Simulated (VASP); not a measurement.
HfN, 2 atoms in the cell. The structure is cubic, space group Fm-3m (No. 225). The conventional cell has a = 4.455 Å, b = 4.455 Å, c = 4.455 Å, α = 90.00°, β = 90.00°, γ = 90.00°. Within 2.9 Å of Hf (site symmetry m-3m) lie 6 N at 2.23 Å. Within 2.9 Å of N (site symmetry m-3m) lie 6 Hf at 2.23 Å.  This cell differs from its parent crystal: volume scaled by 0.94.

| Item | Value |
| --- | --- |
| Program | VASP 6.6.1 |
| Task | single point |
| Functional | PBE |
| Potentials or basis | VASP PAW PBE potentials, release 64 (Hf_pv, N) |
| Cutoff | 520 eV |
| k mesh | 16 × 16 × 16 |
| Occupations | gaussian, width 0.1 eV |
| Spin | no spin polarisation |
| Dipole correction | no |
| Further INCAR settings | ALGO = Normal; EDIFF = 1e-07; NBANDS = 14 |

Potentials or basis: VASP PAW PBE potentials, release 64 (Hf_pv, N).

Run with:

```console
$ cat potpaw_PBE.64/Hf_pv/POTCAR potpaw_PBE.64/N/POTCAR > POTCAR
$ mpirun -np 1 vasp_std > vasp.out
```

Hardware: 1 thread of AMD EPYC 9R45 96-Core Processor (Zen 5), with other jobs on the host.

Q: How long does it take, and how much memory?

A: It took 26 s on 1 thread of AMD EPYC 9R45 96-Core Processor (Zen 5) (shared host), peak memory 0.14 GiB. Counts: scf iterations 14, k points 145.
